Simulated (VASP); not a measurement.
Cr, 1 atom in the cell. It takes space group Fm-3m (No. 225, cubic). Conventional cell: a = 3.650 Å, b = 3.650 Å, c = 3.650 Å, α = 90.00°, β = 90.00°, γ = 90.00°. Cr (site symmetry m-3m) has 12 Cr at 2.58 Å within 3.4 Å. 

* Program: VASP 6.6.1
* Task: single point
* Functional: RPBE
* Potentials or basis: VASP PAW PBE potentials, release 64 (Cr_pv)
* Cutoff: 520 eV
* k mesh: 17 × 17 × 17
* Occupations: fermi-dirac, width 0.1 eV
* Spin: no spin polarisation
* Dipole correction: no
* Further INCAR settings: ALGO = Normal; EDIFF = 1e-06; NBANDS = 12

Potentials or basis: VASP PAW PBE potentials, release 64 (Cr_pv).

Command:

```console
$ cat potpaw_PBE.64/Cr_pv/POTCAR > POTCAR
$ mpirun -np 1 vasp_std > vasp.out
```

Hardware: 1 thread of AMD EPYC 7R43 64-Core Processor (Zen 3) (shared host).

Q: How long does it take, and how much memory?

A: It took 20 s on 1 thread of AMD EPYC 7R43 64-Core Processor (Zen 3) (shared host), peak memory 0.1 GiB. Counts: scf iterations 12, k points 165.
